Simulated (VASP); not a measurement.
# HfO2 in VASP: a series of runs

HfO2 is run at these levels: PBE, r2SCAN; tasks: single point.

Everything below comes from runs of VASP 6.6.1. Logs are shortened: lines on timing, memory, paths and dates and some standing lists are left out, and cuts for length are marked.

### Step 1. The cell of the first run

Symmetry: R-3m, No. 166, trigonal system. The conventional cell has a = 3.577 Å, b = 3.577 Å, c = 8.980 Å, α = 90.00°, β = 90.00°, γ = 120.00°. Within 2.9 Å of Hf (site symmetry -3m) lie 8 O at 2.20 to 2.24 Å. O (site symmetry 3m) has 4 Hf at 2.20 to 2.24 Å and 6 O at 2.54 to 2.56 Å within 2.9 Å.

### Step 2. Single point, PBE (strain along [111] +2.5%)

Contents of INCAR:

```
SYSTEM = HfO2
PREC = Accurate
ENCUT = 520
EDIFF = 1E-6
ISMEAR = -1
SIGMA = 0.02
LREAL = .FALSE.
LASPH = .TRUE.
NELM = 60
ALGO = Normal
ISIF = 2
LWAVE = .FALSE.
LCHARG = .FALSE.
GGA = PE
NBANDS = 18
```

Contents of KPOINTS:

```
Automatic mesh
0
G
  8 8 8
  0 0 0
```

Contents of POSCAR:

```
HfO2
1.0
    0.0419844261      2.5711667186      2.5711667186
    2.5711667186      0.0419844261      2.5711667186
    2.5711667186      2.5711667186      0.0419844261
Hf O
1 2
Direct
    0.0000000000      0.0000000000      0.0000000000
    0.2490832165      0.2490832165      0.2490832165
    0.7509167835      0.7509167835      0.7509167835
```

Potentials or basis: VASP PAW PBE potentials, release 64 (Hf_pv, O).

Started as:

```bash
> cat potpaw_PBE.64/Hf_pv/POTCAR potpaw_PBE.64/O/POTCAR > POTCAR
> mpirun -np 1 vasp_std > vasp.out
```

OUTCAR:

```text
SYSTEM = HfO2
   PREC = Accurate
   ENCUT = 520
   EDIFF = 1E-6
   ISMEAR = -1
   LREAL = .FALSE.
   LASPH = .TRUE.
   NELM = 60
   ISIF = 2
   GGA = PE

 ion  position               nearest neighbor table
   1  0.000  0.000  0.000-   3 2.20   3 2.20   3 2.20   2 2.20   2 2.20   2 2.20   3 2.24   2 2.24

   2  0.249  0.249  0.249-   1 2.20   1 2.20   1 2.20   1 2.24
   3  0.751  0.751  0.751-   1 2.20   1 2.20   1 2.20   1 2.24

  LATTYP: Found a trigonal (rhomboedric) cell.
 ALAT       =     3.6364212190
 COS(alpha) =     0.5162601133

  Lattice vectors:

 A1 = (   0.0419844261,   2.5711667186,   2.5711667186)
 A2 = (   2.5711667186,   0.0419844261,   2.5711667186)
 A3 = (   2.5711667186,   2.5711667186,   0.0419844261)

Analysis of symmetry for initial positions (statically):
=====================================================================
 Subroutine PRICEL returns:
 Original cell was already a primitive cell.

 Routine SETGRP: Setting up the symmetry group for a
 trigonal (rhombohedral) supercell.

 Subroutine GETGRP returns: Found 12 space group operations
 (whereof 12 operations were pure point group operations)
 out of a pool of 12 trial point group operations.

The static configuration has the point symmetry D_3d.

Analysis of symmetry for dynamics (positions and initial velocities):
=====================================================================
 Subroutine PRICEL returns:
 Original cell was already a primitive cell.

 Routine SETGRP: Setting up the symmetry group for a
 trigonal (rhombohedral) supercell.

 Subroutine GETGRP returns: Found 12 space group operations
 (whereof 12 operations were pure point group operations)
 out of a pool of 12 trial point group operations.

The dynamic configuration has the point symmetry D_3d.

 Subroutine INISYM returns: Found 12 space group operations
 (whereof 12 operations are pure point group operations),
 and found     1 'primitive' translations

----------------------------------------------------------------------------------------

                                     Primitive cell

  volume of cell :      33.1629

  direct lattice vectors                    reciprocal lattice vectors
     0.041984426  2.571166719  2.571166719    -0.199293336  0.196091371  0.196091371
     2.571166719  0.041984426  2.571166719     0.196091371 -0.199293336  0.196091371
     2.571166719  2.571166719  0.041984426     0.196091371  0.196091371 -0.199293336

  length of vectors
     3.636421219  3.636421219  3.636421219     0.341498881  0.341498881  0.341498881

  position of ions in fractional coordinates (direct lattice)
     0.000000000  0.000000000  0.000000000
     0.249083216  0.249083216  0.249083216
     0.750916784  0.750916784  0.750916784

  ion indices of the primitive-cell ions
   primitive index   ion index
                 1           1
                 2           2
                 3           3

----------------------------------------------------------------------------------------

 KPOINTS: Automatic mesh

Automatic generation of k-mesh.
 Grid dimensions read from file:
 generate k-points for:    8    8    8

 Generating k-lattice:

  Cartesian coordinates                     Fractional coordinates (reciprocal lattice)
    -0.024911667  0.024511421  0.024511421     0.125000000 -0.000000000 -0.000000000
     0.024511421 -0.024911667  0.024511421    -0.000000000  0.125000000 -0.000000000
     0.024511421  0.024511421 -0.024911667    -0.000000000 -0.000000000  0.125000000

  Length of vectors
     0.042687360  0.042687360  0.042687360

  Shift w.r.t. Gamma in fractional coordinates (k-lattice)
     0.000000000  0.000000000  0.000000000

 Subroutine IBZKPT returns following result:
 ===========================================

 Found     65 irreducible k-points:

 Following reciprocal coordinates:
            Coordinates               Weight
  0.000000  0.000000  0.000000      1.000000
  0.125000  0.000000 -0.000000      6.000000
  0.250000  0.000000 -0.000000      6.000000
  0.375000  0.000000 -0.000000      6.000000
  0.500000  0.000000 -0.000000      3.000000
  0.125000  0.125000  0.000000      6.000000
[... 16 lines left out ...]
  0.250000  0.125000  0.125000      6.000000
  0.375000  0.125000  0.125000      6.000000
 [... further k-points ...]
   k-points           NKPTS =     65   k-points in BZ     NKDIM =     65   number of bands    NBANDS=     18
   number of dos      NEDOS =    301   number of ions     NIONS =      3
   total plane-waves  NPLWV =  21952
   dimension x,y,z NGX =    28 NGY =   28 NGZ =   28
   dimension x,y,z NGXF=    56 NGYF=   56 NGZF=   56
   ions per type =               1   2
   NGX,Y,Z   is equivalent  to a cutoff of  12.80, 12.80, 12.80 a.u.
   NGXF,Y,Z  is equivalent  to a cutoff of  25.60, 25.60, 25.60 a.u.
 SYSTEM =  HfO2
   PREC   = accura    normal or accurate (medium, high low for compatibility)
   ISTART =      0    job   : 0-new  1-cont  2-samecut
   ICHARG =      2    charge: 1-file 2-atom 10-const
   ISPIN  =      1    spin polarized calculation?
   LNONCOLLINEAR =      F non collinear calculations
   LSORBIT =      F    spin-orbit coupling
   LASPH  =      T    aspherical Exc in radial PAW
   ENCUT  =  520.0 eV  38.22 Ry    6.18 a.u.   6.76  6.76  6.76*2*pi/ulx,y,z
   NELM   =     60;   NELMIN=  2; NELMDL= -5     # of ELM steps
   EDIFF  = 0.1E-05   stopping-criterion for ELM
   LREAL  =      F    real-space projection
   EDIFFG = 0.1E-04   stopping-criterion for IOM
   NSW    =      0    number of steps for IOM
   IBRION =     -1    ionic relax: 0-MD 1-quasi-New 2-CG
   NFREE  =      0    steps in history (QN), initial steepest desc. (CG)
   ISIF   =      2    stress and relaxation
   ISYM   =      2    0-nonsym 1-usesym 2-fastsym
   POTIM  = 0.5000    time-step for ionic-motion
   TEBEG  =    0.0;   TEEND  =   0.0 temperature during run
   PSTRESS=    0.0 pullay stress
   NELECT =      22.0000    total number of electrons
   NUPDOWN=      -1.0000    fix difference up-down
   EMIN   =  10.00;   EMAX   =-10.00  energy-range for DOS
   EFERMI =   0.00;   METHOD = LEGACY
   ISMEAR =    -1;   SIGMA  =   0.02  broadening in eV -4-tet -1-fermi 0-gaus
   EFERMI_NEDOS =   21; number of points for ismear=-14 and -15
   IALGO  =     38    algorithm
   IMIX   =      4    mixing-type and parameters
     AMIX     =   0.40;   BMIX     =  1.00
     AMIX_MAG =   1.60;   BMIX_MAG =  1.00
  volume/ion in A,a.u.               =      11.05        74.60
  Fermi-wavevector in a.u.,A,eV,Ry     =   1.427792  2.698137 27.736720  2.038591
  Thomas-Fermi vector in A             =   2.547924
   LORBIT       =      0    0 simple, 1 ext, 2 COOP (PROOUT), +10 PAW based schemes
   GGA     = PE    functional components
   LHFCALC =     F    Hartree Fock is set to
   AEXX    =    0.0000 exact exchange contribution
   IVDW    =     0    specifies the selected vdW correction
   LEPSILON=     F    determine dielectric tensor
   LRPA    =     F    only Hartree local field effects (RPA)
 non-spin polarized calculation
  energy-cutoff  :      520.00
  volume of cell :       33.16
 maximum number of plane-waves:       917
   NGX = 13   NGY = 13   NGZ = 13

 number of electron      21.9999992 magnetization

 Free energy of the ion-electron system (eV)
  ---------------------------------------------------
  ext. energy  EPLUGINS =         0.00000000
  ---------------------------------------------------
  free energy    TOTEN  =       -30.23704083 eV

  energy without entropy =      -30.23704083  energy(sigma->0) =      -30.23704083

 E-fermi :   4.6310     XC(G=0): -11.7444

 val. band max:        4.1254266776   @ k =   0.5000   0.5000   0.0000
 cond. band min:       7.8826947885   @ k =   0.5000   0.5000   0.0000
 fundamental gap:      3.7572681109
 Fermi energy:         4.6309624883

 k-point     1 :       0.0000    0.0000    0.0000
  band No.  band energies     occupation
      1     -25.6495      2.00000
      2     -25.6370      2.00000
      3     -25.6370      2.00000
      4     -14.4952      2.00000
      5     -11.5499      2.00000
      6      -1.1580      2.00000
[... 10 lines left out ...]
     17      14.3822      0.00000
     18      17.6741      0.00000

 k-point     2 :       0.1250    0.0000   -0.0000
  band No.  band energies     occupation
      1     -25.7015      2.00000
      2     -25.6546      2.00000
      3     -25.6445      2.00000
      4     -14.2923      2.00000
      5     -11.7158      2.00000
      6      -0.9988      2.00000
[... 10 lines left out ...]
     17      14.1415      0.00000
     18      17.4885      0.00000

 k-point     3 :       0.2500    0.0000   -0.0000
  band No.  band energies     occupation
      1     -25.8484      2.00000
      2     -25.6700      2.00000
      3     -25.6628      2.00000
      4     -13.8115      2.00000
      5     -12.0515      2.00000
      6      -0.6194      2.00000
[... 10 lines left out ...]
     17      13.6973      0.00000
     18      16.6767      0.00000

 k-point     4 :       0.3750    0.0000   -0.0000
  band No.  band energies     occupation
      1     -25.9883      2.00000
      2     -25.6852      2.00000
      3     -25.6810      2.00000
      4     -13.4006      2.00000
      5     -12.2438      2.00000
      6      -0.2348      2.00000
[... 375 lines left out ...]
      4     -14.3066      2.00000
      5     -11.7024      2.00000
      6      -0.9402      2.00000
[... 10 lines left out ...]
     17      14.1226      0.00000
     18      17.3290      0.00000

 k-point    23 :       0.2500    0.1250    0.1250
  band No.  band energies     occupation
      1     -25.7720      2.00000
      2     -25.6811      2.00000
      3     -25.6485      2.00000
      4     -14.0114      2.00000
      5     -11.9195      2.00000
      6      -0.8747      2.00000
[... 10 lines left out ...]
     17      14.0263      0.00000
     18      17.2081      0.00000

 k-point    24 :       0.3750    0.1250    0.1250
  band No.  band energies     occupation
      1     -25.8914      2.00000
      2     -25.7214      2.00000
      3     -25.6668      2.00000
      4     -13.5302      2.00000
      5     -12.2087      2.00000
      6      -0.6778      2.00000
[... 10 lines left out ...]
     17      13.8616      0.00000
     18      16.7445      0.00000

 [... further k-points ...]
[... 5 lines left out ...]
  --------------------------------------------------------------------------------------
  -------------------------------------------------------------------------------------
  Total       -0.8029183     -0.8029183     -0.8029183     -0.2127761     -0.2127761     -0.2127761
  in kB      -38.7909188    -38.7909188    -38.7909188    -10.2797284    -10.2797284    -10.2797284
  external PRESSURE =     -38.7909188 kB  Pullay stress =       0.0000000 kB

 VOLUME and BASIS-vectors are now :
 -----------------------------------------------------------------------------
  energy-cutoff  :      520.00
  volume of cell :       33.16
      direct lattice vectors                 reciprocal lattice vectors
     0.041984426  2.571166719  2.571166719    -0.199293336  0.196091371  0.196091371
     2.571166719  0.041984426  2.571166719     0.196091371 -0.199293336  0.196091371
     2.571166719  2.571166719  0.041984426     0.196091371  0.196091371 -0.199293336

 POSITION                                       TOTAL-FORCE (eV/Angst)
 -----------------------------------------------------------------------------------
      0.00000      0.00000      0.00000        -0.000000      0.000000     -0.000000
      1.29133      1.29133      1.29133        -0.002531     -0.002531     -0.002531
      3.89299      3.89299      3.89299         0.002531      0.002531      0.002531
 -----------------------------------------------------------------------------------
    total drift:                               -0.000000     -0.000000     -0.000000

  FREE ENERGIE OF THE ION-ELECTRON SYSTEM (eV)
  ---------------------------------------------------
  free  energy   TOTEN  =       -30.2370408299 eV

  energy  without entropy=      -30.2370408299  energy(sigma->0) =      -30.23704083
```

Wall time 63 s (1 thread of Intel Xeon 8259CL, shared host); peak memory 0.18 GiB.

Results:

* Free energy: -30.2370 eV
* Pressure: -3.9 GPa
* Largest force: 0.004 eV/Å
* Band gap on the k mesh: 3.76 eV

Forces on the atoms (eV/Å):
```
Hf   0.000  0.000  0.000
O   -0.003 -0.003 -0.003
O    0.003  0.003  0.003
```

Stress tensor (GPa, compression positive):
```
-3.88 -1.03 -1.03
-1.03 -3.88 -1.03
-1.03 -1.03 -3.88
```

Caveat: the cell differs from its parent crystal (strain along [111] +2.5%); the cell stands under tension; spin-orbit coupling is left out, which moves the levels of the heavy elements.

### Step 3. Single point, r2SCAN (epitaxial xy strain -2.4%)

Contents of POSCAR:

```
HfO2
1.0
    0.0000000000      2.4692406722      2.5525353421
    2.4692406722      0.0000000000      2.5525353421
    2.4692406722      2.4692406722      0.0000000000
Hf O
1 2
Direct
    0.0000000000      0.0000000000      0.0000000000
    0.2500000000      0.2500000000      0.2500000000
    0.7500000000      0.7500000000      0.7500000000
```

Contents of INCAR.step1:

```
ALGO = Normal
EDIFF = 1E-4
ENCUT = 520
GGA = PE
ISMEAR = 0
LASPH = T
LCHARG = F
LREAL = F
LWAVE = T
NBANDS = 18
NELM = 60
PREC = Accurate
SIGMA = 0.01
```

Contents of INCAR.step2:

```
ALGO = Normal
EDIFF = 1E-6
ENCUT = 520
ISIF = 2
ISMEAR = 0
ISTART = 1
LASPH = T
LCHARG = F
LMIXTAU = T
LREAL = F
LWAVE = F
METAGGA = R2SCAN
NBANDS = 18
NELM = 60
PREC = Accurate
SIGMA = 0.01
```

Contents of KPOINTS:

```
k-points
0
Gamma
  8 8 8
```

Potentials or basis: VASP PAW PBE potentials, release 64 (Hf_pv, O).

Started as:

```bash
> cat potpaw_PBE.64/Hf_pv/POTCAR potpaw_PBE.64/O/POTCAR > POTCAR
> cp INCAR.step1 INCAR
> mpirun -np 1 vasp_std > vasp.out
> cp INCAR.step2 INCAR
> mpirun -np 1 vasp_std > vasp.out
```

Wall time 3.9 min (1 thread of Intel Xeon 8259CL, shared host); peak memory 0.19 GiB.

It converged, with:

| Property | Result |
| --- | --- |
| Free energy | -68.4971 eV |
| Pressure | 7.1 GPa |
| Band gap on the k mesh | 4.14 eV (least direct gap 4.23 eV) |

Stress tensor (GPa, compression positive):
```
12.94  0.00  0.00
 0.00 12.94  0.00
 0.00  0.00 -4.60
```

Levels at points of the mesh, in eV from the valence-band top:
| k point | band 8 | band 9 | band 10 | band 11 | band 12 | band 13 | band 14 | band 15 |
| --- | --- | --- | --- | --- | --- | --- | --- | --- |
| (0.00, 0.00, 0.00) | -5.84 | -1.10 | -0.64 | -0.64 | 4.14 | 4.57 | 6.76 | 11.42 |
| (0.50, 0.00, 0.00) | -3.27 | -3.05 | -2.10 | -2.06 | 5.06 | 5.22 | 7.77 | 9.63 |
| (0.50, 0.50, 0.00) | -3.81 | -1.65 | -1.65 | -0.38 | 4.28 | 6.13 | 7.09 | 8.79 |
| (0.50, 0.00, 0.50) | -3.72 | -2.14 | -1.50 | 0.00 | 4.23 | 6.17 | 7.65 | 8.89 |

Caveat: the cell differs from its parent crystal (epitaxial xy strain -2.4%); the cell stands under pressure; the PAW data sets were made with another functional, which shifts forces and pressure a little; spin-orbit coupling is left out, which moves the levels of the heavy elements.

### Step 4. Single point, r2SCAN (strain along [111] +2.5%)

Contents of POSCAR:

```
HfO2
1.0
    0.0419844261      2.5711667186      2.5711667186
    2.5711667186      0.0419844261      2.5711667186
    2.5711667186      2.5711667186      0.0419844261
Hf O
1 2
Direct
    0.0000000000      0.0000000000      0.0000000000
    0.2490832165      0.2490832165      0.2490832165
    0.7509167835      0.7509167835      0.7509167835
```

Contents of INCAR.step1:

```
SYSTEM = HfO2
PREC = Accurate
ENCUT = 520
ISMEAR = 0
SIGMA = 0.01
LREAL = .False.
LASPH = .True.
NELM = 100
NBANDS = 18
GGA = PE
ALGO = Normal
EDIFF = 1E-4
LWAVE = .True.
LCHARG = .False.
```

Contents of INCAR.step2:

```
SYSTEM = HfO2
PREC = Accurate
ENCUT = 520
EDIFF = 1E-6
ISMEAR = 0
SIGMA = 0.01
LREAL = .False.
LASPH = .True.
NELM = 100
ALGO = Normal
ISIF = 2
LWAVE = .False.
LCHARG = .True.
METAGGA = R2SCAN
LMIXTAU = .True.
LELF = .True.
LVHAR = .True.
NBANDS = 18
ISTART = 1
```

Contents of KPOINTS:

```
regular mesh
0
Gamma
  8 8 8
  0 0 0
```

Started as:

```bash
> cat potpaw_PBE.64/Hf_pv/POTCAR potpaw_PBE.64/O/POTCAR > POTCAR
> cp INCAR.step1 INCAR
> mpirun -np 1 vasp_std > vasp.out
> cp INCAR.step2 INCAR
> mpirun -np 1 vasp_std > vasp.out
```

It took 5.8 min on 1 thread of Intel Xeon 8259CL, shared host; peak memory 0.19 GiB.

Results (log left out):

```
Free energy            : -68.5080 eV
Pressure               : -10.0 GPa
Largest force          : 0.019 eV/Å
Band gap on the k mesh : 4.25 eV
```

Forces on the atoms (eV/Å):
```
Hf   0.000  0.000  0.000
O    0.011  0.011  0.011
O   -0.011 -0.011 -0.011
```

Stress tensor (GPa, compression positive):
```
-9.98 -1.02 -1.02
-1.02 -9.98 -1.02
-1.02 -1.02 -9.98
```

Levels at points of the mesh, in eV from the valence-band top:
| k point | band 9 | band 10 | band 11 | band 12 | band 13 | band 14 |
| --- | --- | --- | --- | --- | --- | --- |
| (0.00, 0.00, 0.00) | -0.65 | -0.65 | -0.59 | 4.36 | 4.36 | 6.32 |
| (0.50, 0.00, 0.00) | -2.76 | -1.93 | -1.81 | 4.96 | 5.14 | 7.40 |
| (0.50, 0.50, 0.00) | -1.61 | -1.43 | 0.00 | 4.25 | 5.92 | 6.97 |
| (0.50, 0.50, 0.50) | -2.78 | -1.87 | -1.87 | 4.98 | 4.98 | 7.08 |

Caveat: the cell differs from its parent crystal (strain along [111] +2.5%); the cell stands under tension; the PAW data sets were made with another functional, which shifts forces and pressure a little; spin-orbit coupling is left out, which moves the levels of the heavy elements.

### Step 5. Summary

```tsv
level	cell	smearing	gap on the mesh (eV)	pressure (GPa)
PBE	a = 3.636 Å, angles 58.9°, 3 atoms	fermi-dirac 0.02 eV	3.76	-3.9
r2SCAN	a = 3.551, b = 3.551, c = 3.492 Å, angles 60.6, 60.6, 58.9°, 3 atoms	gaussian 0.01 eV	4.14	7.1
r2SCAN	a = 3.636 Å, angles 58.9°, 3 atoms	gaussian 0.01 eV	4.25	-10.0
```

Alike in all rows: task single point; potentials or basis VASP PAW PBE potentials, release 64 (Hf_pv, O); no spin polarisation; k mesh 8 × 8 × 8; cutoff (eV) 520.

Caveats: spin-orbit coupling is left out, which moves the levels of the heavy elements; the cell stands under tension (at least some runs); the PAW data sets were made with another functional, which shifts forces and pressure a little (at least some runs); the cell stands under pressure (at least some runs).

Absolute energies hang on the potentials; compare differences alone.
